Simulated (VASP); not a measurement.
Here is a VASP 6.6.1 calculation.

Contents of INCAR:

```
SYSTEM = Ti4GaSi2As3
ALGO     = Normal         ! electronic algorithm
EDIFF    = 1E-7           ! SCF threshold, eV
ENCUT    = 520            ! plane-wave cutoff, eV
GGA      = PE             ! functional
ISIF     = 2              ! what is computed and relaxed
ISMEAR   = 0              ! smearing method
ISPIN    = 2              ! spin polarisation
LASPH    = .TRUE.         ! aspherical terms in the spheres
LCHARG   = .FALSE.        ! write CHGCAR
LMAXMIX  = 4              ! l up to which the mixer works
LORBIT   = 11             ! projections on sites
LREAL    = .FALSE.        ! projectors in reciprocal space
LWAVE    = .FALSE.        ! write WAVECAR
MAGMOM   = 1 1 1 1 0 0 0 0 0 0 ! initial moments
NBANDS   = 57             ! bands
NELM     = 150            ! most SCF steps
PREC     = Accurate       ! precision mode
SIGMA    = 0.1            ! smearing width, eV
```

Contents of KPOINTS:

```
k-points
0
G
  6 6 2
  0 0 0
```

Contents of POSCAR:

```
Ti4GaSi2As3
1.0
    3.5635477929      0.0000000000      0.0000000000
    0.0000000000      3.5635477929      0.0000000000
    0.0000000000      0.0000000000     13.4511073647
Ti Ga Si As
4 1 2 3
Direct
    0.0000000000      0.5000000000      0.8462295213
    0.5000000000      0.0000000000      0.3524210818
    0.5000000000      0.0000000000      0.1537704787
    0.0000000000      0.5000000000      0.6475789182
    0.5000000000      0.5000000000      0.0000000000
    0.5000000000      0.0000000000      0.7502578823
    0.0000000000      0.5000000000      0.2497421177
    0.0000000000      0.0000000000      0.5000000000
    0.0000000000      0.0000000000      0.0000000000
    0.5000000000      0.5000000000      0.5000000000
```

Potentials or basis: VASP PAW PBE potentials, release 64 (Ti_sv, Ga_d, Si, As).

Command:

```console
$ cat potpaw_PBE.64/Ti_sv/POTCAR potpaw_PBE.64/Ga_d/POTCAR potpaw_PBE.64/Si/POTCAR potpaw_PBE.64/As/POTCAR > POTCAR
$ mpirun -np 1 vasp_std > vasp.out
```

Problem. What does it give for the pressure?

Solution. 0.5 GPa.

Problem. Estimate the net moment.

Solution. 1.02 μB per cell.

Problem. What does it give for the largest force?

Solution. 0.134 eV/Å.

Problem. Predict the site moments.

Solution. Ti +0.21, +0.23; Ga -0.00; Si -0.01; As -0.01, -0.00 μB.

Forces on the atoms (eV/Å):
```
Ti   0.000  0.000 -0.108
Ti   0.000  0.000 -0.134
Ti   0.000  0.000  0.108
Ti   0.000  0.000  0.134
Ga   0.000  0.000  0.000
Si   0.000  0.000  0.029
Si   0.000  0.000 -0.029
As   0.000  0.000  0.000
As   0.000  0.000  0.000
As   0.000  0.000  0.000
```
